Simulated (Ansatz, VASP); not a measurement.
## AlN: VASP beside Ansatz

INCAR

```
SYSTEM = AlN
PREC = Accurate ; ENCUT = 600
EDIFF = 1E-6 ; ISMEAR = 0
SIGMA = 0.01 ; LREAL = .False.
LASPH = .True. ; NELM = 120
ALGO = Normal ; ISIF = 2
LWAVE = .False. ; LCHARG = .False.
GGA = PS ; NBANDS = 16
GGA_COMPAT = .False.
```

File KPOINTS:

```
regular mesh
0
Gamma
  6 6 4
  0 0 0
```

File POSCAR:

```
AlN
1.0
    3.1066937622      0.0000000000      0.0000000000
   -1.5533468811      2.6904757198      0.0000000000
    0.0000000000      0.0000000000      4.9785915530
Al N
2 2
Direct
    0.3333333333      0.6666666667     -0.0032954729
    0.6666666667      0.3333333333      0.4967045271
    0.3333333333      0.6666666667      0.3782954729
    0.6666666667      0.3333333333      0.8782954729
```

Input for Ansatz:

```yaml
crystal:
  lattice:
    - [3.1066937622, 0.0, 0.0]
    - [-1.5533468811, 2.6904757198, 0.0]
    - [0.0, 0.0, 4.978591553]
  atoms:
    - { symbol: Al, position: [0.3333333333, 0.6666666667, -0.0032954729] }
    - { symbol: Al, position: [0.6666666667, 0.3333333333, 0.4967045271] }
    - { symbol: "N", position: [0.3333333333, 0.6666666667, 0.3782954729] }
    - { symbol: "N", position: [0.6666666667, 0.3333333333, 0.8782954729] }
kpoints:
  mp_grid: { grid: [6, 6, 4] }
hamiltonian:
  xc: pbesol
scf:
  occupations: { method: fixed }
output:
  optics:
    e_range: [0, 30]
    de: 0.05
    sigma: 0.03
    scissors: 2.5
    scheme: gaussian
    bands: { spectra_wanted_up_to: 30 }
```

Alike in both runs: task single point; functional PBEsol; k mesh 6 × 6 × 4; no spin polarisation.

|  | VASP | Ansatz |
| --- | --- | --- |
| version | VASP 6.6.1 | Ansatz 0.2.0 |
| potentials or method | VASP PAW PBE potentials, release 64 (Al, N) | plane waves, PAW |
| plane-wave cutoff (eV) | 600 | 420 |
| occupations | gaussian, width 0.01 eV | fixed |
| valence electrons in the cell | 16 | 16 |

```csv
,VASP,Ansatz,Ansatz less VASP
gap on the k mesh at the Fermi level (eV),4.17,4.15,-0.016
```

VASP's potentials were made for PBE, not for PBEsol.
